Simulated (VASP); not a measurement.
# Nb2Te6Mo (R-3) in VASP: single point with PBE

Aim: the single point of Nb2Te6Mo with PBE.

Everything below comes from runs of VASP 6.6.1. Logs are shortened: lines on timing, memory, paths and dates and some standing lists are left out, and cuts for length are marked.

## 1. The cell of the first run

Symmetry: R-3, No. 148, trigonal system. Conventional cell: a = 6.268 Å, b = 6.268 Å, c = 23.446 Å, α = 90.00°, β = 90.00°, γ = 120.00°. Nb (site symmetry 3) has 6 Te at 2.80 Å and 3 Mo at 3.62 Å and 3 Nb at 3.62 Å within 3.7 Å. Within 3.7 Å of Te (site symmetry 1) lie 1 Mo at 2.77 Å and 2 Nb at 2.80 Å and 6 Te at 3.57 to 3.64 Å. Within 3.7 Å of Mo (site symmetry -3) lie 6 Te at 2.77 Å and 6 Nb at 3.62 Å.

## 2. Single point, PBE

The input, INCAR:

```
PREC = Accurate ; ENCUT = 520
EDIFF = 1E-6 ; ISMEAR = 0
SIGMA = 0.1 ; LREAL = F
LASPH = T ; NELM = 80
ALGO = Normal ; ISIF = 2
LWAVE = F ; LCHARG = F
GGA = PE ; NBANDS = 48
```

The input, KPOINTS:

```
Automatic mesh
0
Gamma
  6 6 6
```

The input, POSCAR:

```
Nb2Te6Mo
1.0
    3.1338831558      1.8093482836      7.8152682669
   -3.1338831558      1.8093482836      7.8152682669
    0.0000000000     -3.6186965672      7.8152682669
Nb Te Mo
2 6 1
Direct
    0.8332741072      0.8332741072      0.8332741072
    0.1667258928      0.1667258928      0.1667258928
    0.9078362385      0.5791134087      0.2498088147
    0.2498088147      0.9078362385      0.5791134087
    0.5791134087      0.2498088147      0.9078362385
    0.0921637615      0.4208865913      0.7501911853
    0.4208865913      0.7501911853      0.0921637615
    0.7501911853      0.0921637615      0.4208865913
    0.5000000000      0.5000000000      0.5000000000
```

Potentials or basis: VASP PAW PBE potentials, release 64 (Nb_sv, Te, Mo_sv).

Launch:

```sh
$ cat potpaw_PBE.64/Nb_sv/POTCAR potpaw_PBE.64/Te/POTCAR potpaw_PBE.64/Mo_sv/POTCAR > POTCAR
$ mpirun -np 1 vasp_std > vasp.out
```

OUTCAR:

```text
PREC = Accurate
   ENCUT = 520
   EDIFF = 1E-6
   ISMEAR = 0
   LREAL = F
   LASPH = T
   NELM = 80
   ISIF = 2
   GGA = PE

 ion  position               nearest neighbor table
   1  0.833  0.833  0.833-   7 2.80   8 2.80   6 2.80   3 2.80   4 2.80   5 2.80
   2  0.167  0.167  0.167-   5 2.80   4 2.80   3 2.80   6 2.80   8 2.80   7 2.80
   3  0.908  0.579  0.250-   9 2.77   2 2.80   1 2.80   5 3.57   4 3.57   4 3.64   5 3.64   5 3.64
                             4 3.64
   4  0.250  0.908  0.579-   9 2.77   2 2.80   1 2.80   3 3.57   5 3.57   3 3.64   5 3.64   5 3.64
                             3 3.64
   5  0.579  0.250  0.908-   9 2.77   2 2.80   1 2.80   3 3.57   4 3.57   3 3.64   4 3.64   4 3.64
                             3 3.64
   6  0.092  0.421  0.750-   9 2.77   1 2.80   2 2.80   7 3.57   8 3.57   8 3.64   7 3.64   7 3.64
                             8 3.64
   7  0.421  0.750  0.092-   9 2.77   1 2.80   2 2.80   6 3.57   8 3.57   6 3.64   8 3.64   8 3.64
                             6 3.64
   8  0.750  0.092  0.421-   9 2.77   1 2.80   2 2.80   6 3.57   7 3.57   6 3.64   7 3.64   7 3.64
                             6 3.64
   9  0.500  0.500  0.500-   3 2.77   6 2.77   5 2.77   7 2.77   4 2.77   8 2.77

  LATTYP: Found a trigonal (rhomboedric) cell.
 ALAT       =     8.6123970490
 COS(alpha) =     0.7351819953

  Lattice vectors:

 A1 = (   3.1338831558,   1.8093482836,   7.8152682669)
 A2 = (  -3.1338831558,   1.8093482836,   7.8152682669)
 A3 = (   0.0000000000,  -3.6186965672,   7.8152682669)

Analysis of symmetry for initial positions (statically):
=====================================================================
 Subroutine PRICEL returns:
 Original cell was already a primitive cell.

 Routine SETGRP: Setting up the symmetry group for a
 trigonal (rhombohedral) supercell.

 Subroutine GETGRP returns: Found  6 space group operations
 (whereof  6 operations were pure point group operations)
 out of a pool of 12 trial point group operations.

The static configuration has the point symmetry S_6 .

Analysis of symmetry for dynamics (positions and initial velocities):
=====================================================================
 Subroutine PRICEL returns:
 Original cell was already a primitive cell.

 Routine SETGRP: Setting up the symmetry group for a
 trigonal (rhombohedral) supercell.

 Subroutine GETGRP returns: Found  6 space group operations
 (whereof  6 operations were pure point group operations)
 out of a pool of 12 trial point group operations.

The dynamic configuration has the point symmetry S_6 .

 Subroutine INISYM returns: Found  6 space group operations
 (whereof  6 operations are pure point group operations),
 and found     1 'primitive' translations

----------------------------------------------------------------------------------------

                                     Primitive cell

  volume of cell :     265.8888

  direct lattice vectors                    reciprocal lattice vectors
     3.133883156  1.809348284  7.815268267     0.159546472  0.092114198  0.042651554
    -3.133883156  1.809348284  7.815268267    -0.159546472  0.092114198  0.042651554
     0.000000000 -3.618696567  7.815268267     0.000000000 -0.184228397  0.042651554

  length of vectors
     8.612397049  8.612397049  8.612397049     0.189101182  0.189101182  0.189101182

  position of ions in fractional coordinates (direct lattice)
     0.833274107  0.833274107  0.833274107
     0.166725893  0.166725893  0.166725893
     0.907836239  0.579113409  0.249808815
     0.249808815  0.907836239  0.579113409
     0.579113409  0.249808815  0.907836239
     0.092163761  0.420886591  0.750191185
     0.420886591  0.750191185  0.092163761
     0.750191185  0.092163761  0.420886591
     0.500000000  0.500000000  0.500000000

  ion indices of the primitive-cell ions
   primitive index   ion index
                 1           1
                 2           2
                 3           3
                 4           4
                 5           5
                 6           6
                 7           7
                 8           8
                 9           9

----------------------------------------------------------------------------------------

 KPOINTS: Automatic mesh

Automatic generation of k-mesh.
 Grid dimensions read from file:
 generate k-points for:    6    6    6

 Generating k-lattice:

  Cartesian coordinates                     Fractional coordinates (reciprocal lattice)
     0.026591079  0.015352366  0.007108592     0.166666667 -0.000000000  0.000000000
    -0.026591079  0.015352366  0.007108592    -0.000000000  0.166666667  0.000000000
     0.000000000 -0.030704733  0.007108592     0.000000000  0.000000000  0.166666667

  Length of vectors
     0.031516864  0.031516864  0.031516864

  Shift w.r.t. Gamma in fractional coordinates (k-lattice)
     0.000000000  0.000000000  0.000000000

 Subroutine IBZKPT returns following result:
 ===========================================

 Found     40 irreducible k-points:

 Following reciprocal coordinates:
            Coordinates               Weight
  0.000000  0.000000  0.000000      1.000000
  0.166667 -0.000000  0.000000      6.000000
  0.333333 -0.000000  0.000000      6.000000
  0.500000  0.000000  0.000000      3.000000
  0.166667  0.166667  0.000000      6.000000
  0.333333  0.166667 -0.000000      6.000000
[... 16 lines left out ...]
  0.333333  0.333333  0.166667      6.000000
  0.500000  0.333333  0.166667      6.000000
 [... further k-points ...]
   k-points           NKPTS =     40   k-points in BZ     NKDIM =     40   number of bands    NBANDS=     48
   number of dos      NEDOS =    301   number of ions     NIONS =      9
   total plane-waves  NPLWV = 262144
   dimension x,y,z NGX =    64 NGY =   64 NGZ =   64
   dimension x,y,z NGXF=   128 NGYF=  128 NGZF=  128
   ions per type =               2   6   1
   NGX,Y,Z   is equivalent  to a cutoff of  12.35, 12.35, 12.35 a.u.
   NGXF,Y,Z  is equivalent  to a cutoff of  24.71, 24.71, 24.71 a.u.
 SYSTEM =  unknown system
   PREC   = accura    normal or accurate (medium, high low for compatibility)
   ISTART =      0    job   : 0-new  1-cont  2-samecut
   ICHARG =      2    charge: 1-file 2-atom 10-const
   ISPIN  =      1    spin polarized calculation?
   LNONCOLLINEAR =      F non collinear calculations
   LSORBIT =      F    spin-orbit coupling
   LASPH  =      T    aspherical Exc in radial PAW
   ENCUT  =  520.0 eV  38.22 Ry    6.18 a.u.  16.01 16.01 16.01*2*pi/ulx,y,z
   NELM   =     80;   NELMIN=  2; NELMDL= -5     # of ELM steps
   EDIFF  = 0.1E-05   stopping-criterion for ELM
   LREAL  =      F    real-space projection
   EDIFFG = 0.1E-04   stopping-criterion for IOM
   NSW    =      0    number of steps for IOM
   IBRION =     -1    ionic relax: 0-MD 1-quasi-New 2-CG
   NFREE  =      0    steps in history (QN), initial steepest desc. (CG)
   ISIF   =      2    stress and relaxation
   ISYM   =      2    0-nonsym 1-usesym 2-fastsym
   POTIM  = 0.5000    time-step for ionic-motion
   TEBEG  =    0.0;   TEEND  =   0.0 temperature during run
   PSTRESS=    0.0 pullay stress
   NELECT =      76.0000    total number of electrons
   NUPDOWN=      -1.0000    fix difference up-down
   EMIN   =  10.00;   EMAX   =-10.00  energy-range for DOS
   EFERMI =   0.00;   METHOD = LEGACY
   ISMEAR =     0;   SIGMA  =   0.10  broadening in eV -4-tet -1-fermi 0-gaus
   EFERMI_NEDOS =   21; number of points for ismear=-14 and -15
   IALGO  =     38    algorithm
   IMIX   =      4    mixing-type and parameters
     AMIX     =   0.40;   BMIX     =  1.00
     AMIX_MAG =   1.60;   BMIX_MAG =  1.00
  volume/ion in A,a.u.               =      29.54       199.37
  Fermi-wavevector in a.u.,A,eV,Ry     =   1.078399  2.037878 15.822808  1.162944
  Thomas-Fermi vector in A             =   2.214336
   LORBIT       =      0    0 simple, 1 ext, 2 COOP (PROOUT), +10 PAW based schemes
   GGA     = PE    functional components
   LHFCALC =     F    Hartree Fock is set to
   AEXX    =    0.0000 exact exchange contribution
   IVDW    =     0    specifies the selected vdW correction
   LEPSILON=     F    determine dielectric tensor
   LRPA    =     F    only Hartree local field effects (RPA)
 non-spin polarized calculation
 Gauss-broadening in eV      SIGMA  =   0.10
  energy-cutoff  :      520.00
  volume of cell :      265.89
 maximum number of plane-waves:      7188
   NGX = 33   NGY = 33   NGZ = 33

 number of electron      76.0000001 magnetization

 Free energy of the ion-electron system (eV)
  ---------------------------------------------------
  ext. energy  EPLUGINS =         0.00000000
  ---------------------------------------------------
  free energy    TOTEN  =       -53.17459326 eV

  energy without entropy =      -53.15213000  energy(sigma->0) =      -53.16336163

 E-fermi :   6.5573     XC(G=0):  -9.4812

 val. band max:        6.5563082515   @ k =  -0.1667   0.1667   0.0000
 cond. band min:       6.5578085301   @ k =   0.5000  -0.1667  -0.3333
 fundamental gap:      0.0015002786
 Fermi energy:         6.5573075127

 k-point     1 :       0.0000    0.0000    0.0000
  band No.  band energies     occupation
      1     -54.4399      2.00000
      2     -48.7856      2.00000
      3     -48.7768      2.00000
      4     -28.5856      2.00000
      5     -28.5856      2.00000
      6     -28.4595      2.00000
[... 40 lines left out ...]
     47       9.4209      0.00000
     48       9.8021      0.00000

 k-point     2 :       0.1667   -0.0000    0.0000
  band No.  band energies     occupation
      1     -54.4399      2.00000
      2     -48.7851      2.00000
      3     -48.7774      2.00000
      4     -28.5856      2.00000
      5     -28.5855      2.00000
      6     -28.4595      2.00000
[... 40 lines left out ...]
     47       9.0222      0.00000
     48       9.7074      0.00000

 k-point     3 :       0.3333   -0.0000    0.0000
  band No.  band energies     occupation
      1     -54.4399      2.00000
      2     -48.7838      2.00000
      3     -48.7787      2.00000
      4     -28.5856      2.00000
      5     -28.5854      2.00000
      6     -28.4595      2.00000
[... 40 lines left out ...]
     47       9.1731      0.00000
     48       9.4964      0.00000

 k-point     4 :       0.5000    0.0000    0.0000
  band No.  band energies     occupation
      1     -54.4399      2.00000
      2     -48.7827      2.00000
      3     -48.7798      2.00000
      4     -28.5857      2.00000
      5     -28.5854      2.00000
      6     -28.4595      2.00000
[... 958 lines left out ...]
     47       9.1773      0.00000
     48       9.4890      0.00000

 k-point    23 :       0.3333    0.3333    0.1667
  band No.  band energies     occupation
      1     -54.4399      2.00000
      2     -48.7851      2.00000
      3     -48.7774      2.00000
      4     -28.5856      2.00000
      5     -28.5855      2.00000
      6     -28.4595      2.00000
[... 40 lines left out ...]
     47       8.9022      0.00000
     48       9.6579      0.00000

 k-point    24 :       0.5000    0.3333    0.1667
  band No.  band energies     occupation
      1     -54.4399      2.00000
      2     -48.7842      2.00000
      3     -48.7783      2.00000
      4     -28.5856      2.00000
      5     -28.5854      2.00000
      6     -28.4595      2.00000
[... 40 lines left out ...]
     47       8.8243      0.00000
     48       9.0436      0.00000

 [... further k-points ...]

------------------------ aborting loop because EDIFF is reached ----------------------------------------

  FORCE on cell =-STRESS in cart. coord.  units (eV):
  Direction    XX          YY          ZZ          XY          YZ          ZX
  --------------------------------------------------------------------------------------
  -------------------------------------------------------------------------------------
  Total       -0.1263425     -0.1263425      0.0094605      0.0000000      0.0000000      0.0000000
  in kB       -0.7613071     -0.7613071      0.0570067      0.0000000      0.0000000      0.0000000
  external PRESSURE =      -0.4885359 kB  Pullay stress =       0.0000000 kB

 VOLUME and BASIS-vectors are now :
 -----------------------------------------------------------------------------
  energy-cutoff  :      520.00
  volume of cell :      265.89
      direct lattice vectors                 reciprocal lattice vectors
     3.133883156  1.809348284  7.815268267     0.159546472  0.092114198  0.042651554
    -3.133883156  1.809348284  7.815268267    -0.159546472  0.092114198  0.042651554
     0.000000000 -3.618696567  7.815268267     0.000000000 -0.184228397  0.042651554

 POSITION                                       TOTAL-FORCE (eV/Angst)
 -----------------------------------------------------------------------------------
      0.00000      0.00000     19.53678        -0.000000      0.000000     -0.000332
      0.00000      0.00000      3.90902        -0.000000     -0.000000      0.000332
      1.03018      1.78643     13.57323         0.002689      0.004581     -0.000394
     -2.06218     -0.00105     13.57323        -0.005312      0.000038     -0.000394
      1.03200     -1.78537     13.57323         0.002623     -0.004619     -0.000394
     -1.03018     -1.78643      9.87257        -0.002689     -0.004581      0.000394
     -1.03200      1.78537      9.87257        -0.002623      0.004619      0.000394
      2.06218      0.00105      9.87257         0.005312     -0.000038      0.000394
      0.00000      0.00000     11.72290         0.000000     -0.000000     -0.000000
 -----------------------------------------------------------------------------------
    total drift:                                0.000000     -0.000000      0.000000

  FREE ENERGIE OF THE ION-ELECTRON SYSTEM (eV)
  ---------------------------------------------------
  free  energy   TOTEN  =       -53.1745932605 eV

  energy  without entropy=      -53.1521299979  energy(sigma->0) =      -53.16336163
```

It took 20 min on 1 thread of Intel Xeon Platinum 8488C (Sapphire Rapids), shared host; peak memory 0.87 GiB.

Results:

* Free energy: -53.1746 eV
* Pressure: 0.0 GPa
* Largest force: 0.005 eV/Å
* Band gap on the k mesh: zero (bands 38 and 39 overlap by 1.39 eV)

Forces on the atoms (eV/Å):
```
Nb   0.000  0.000  0.000
Nb   0.000  0.000  0.000
Te   0.003  0.005  0.000
Te  -0.005  0.000  0.000
Te   0.003 -0.005  0.000
Te  -0.003 -0.005  0.000
Te  -0.003  0.005  0.000
Te   0.005  0.000  0.000
Mo   0.000  0.000  0.000
```

Stress tensor (GPa, compression positive):
```
-0.08  0.00  0.00
 0.00 -0.08  0.00
 0.00  0.00  0.01
```

Caveat: spin-orbit coupling is left out, which moves the levels of the heavy elements.
